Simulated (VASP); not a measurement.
Write the native input for VASP 6.6.1 that does the following.

| Item | Value |
| --- | --- |
| Task | single point |
| Functional | PBEsol |
| Potentials or basis | VASP PAW PBE potentials, release 64 (Ca_sv) |
| Cutoff | 520 eV |
| k mesh | 16 × 16 × 8 |
| Occupations | gaussian, width 0.15 eV |
| Spin | no spin polarisation |
| Dipole correction | no |
| Further INCAR settings | ALGO = Fast; EDIFF = 1e-07; NBANDS = 17 |

The structure of Ca lies in POSCAR:

```
Ca
1.0
    1.9096328269     -3.2893108461      0.0000000000
    1.9096328269      3.2893108461      0.0000000000
    0.0000000000      0.0000000000      6.9361240295
Ca
2
Direct
    0.8355866000      0.1644134000      0.2500000000
    0.1644134000      0.8355866000      0.7500000000
```

This cell differs from its parent crystal: ratio of the length along z to the lengths across it x 1.1, volume and fractional coordinates fixed.

These files were run (other wordings do the same):

INCAR

```
PREC = Accurate
ENCUT = 520
EDIFF = 1E-7
ISMEAR = 0
SIGMA = 0.15
LREAL = F
LASPH = T
NELM = 80
ALGO = Fast
ISIF = 2
LWAVE = F
LCHARG = T
GGA = PS
LELF = T
LVHAR = T
NBANDS = 17
```

KPOINTS

```
regular mesh
0
Gamma
  16 16 8
```

Potentials or basis: VASP PAW PBE potentials, release 64 (Ca_sv).

Run with:

```bash
$ cat potpaw_PBE.64/Ca_sv/POTCAR > POTCAR
$ mpirun -np 1 vasp_std > vasp.out
```

Results of the run:

```json
{"Pressure": "-1.0 GPa", "Largest force": "0.011 eV/Å", "Band gap on the k mesh": "zero (band 10 reaches 2.06 eV, above the bottom of band 11 at 1.21 eV)"}
```

Caveat: the PAW data sets were made with another functional, which shifts forces and pressure a little.

It took 15 min on 1 thread of Oxide Virtual Turin-like Processor, with other jobs on the host, peak memory 0.51 GiB.
